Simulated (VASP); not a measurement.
# LiF: single point with PBEsol

The system is LiF.

```
CELL_PARAMETERS angstrom
2.01398 2.01398 0.00000
-2.01398 2.01398 0.00000
0.00000 2.01398 1.99668
ATOMIC_POSITIONS crystal
Li 0.00000 0.00000 0.00000
F 0.50000 0.50000 0.00000
```

This cell differs from its parent crystal: in-plane strain +0.005, then relaxed in part.

```
Program             : VASP 6.6.1
Task                : single point
Functional          : PBEsol
Potentials or basis : VASP PAW PBE potentials, release 64 (Li_sv, F)
Cutoff              : 750 eV
k mesh              : 10 × 10 × 10
Occupations         : gaussian, width 0.01 eV
Spin                : no spin polarisation
```

- Pressure: -0.8 GPa
- Band gap on the k mesh: 8.98 eV

Stress tensor (GPa, compression positive):
```
-1.08  0.00  0.00
 0.00 -1.08  0.00
 0.00  0.00 -0.37
```

Levels at points of the mesh, in eV from the valence-band top:
| k point | band 2 | band 3 | band 4 | band 5 | band 6 | band 7 | band 8 | band 9 |
| --- | --- | --- | --- | --- | --- | --- | --- | --- |
| (0.00, 0.00, 0.00) | -19.89 | -0.02 | 0.00 | 0.00 | 8.98 | 23.87 | 23.87 | 24.07 |
| (0.50, 0.00, 0.00) | -19.44 | -2.60 | -0.25 | -0.23 | 10.62 | 16.64 | 18.73 | 18.89 |
| (0.50, 0.50, 0.00) | -19.17 | -3.11 | -1.05 | -1.00 | 14.65 | 16.27 | 17.41 | 20.16 |
| (0.00, 0.00, 0.50) | -19.16 | -3.10 | -1.05 | -1.05 | 14.81 | 16.15 | 17.42 | 20.10 |

Wall time 59 s on 1 thread of Intel Xeon 8259CL (shared host), peak memory 0.17 GiB.

Caveat: the cell differs from its parent crystal (in-plane strain +0.005, then relaxed in part); the PAW data sets were made with another functional, which shifts forces and pressure a little. A k mesh can miss the band edges.
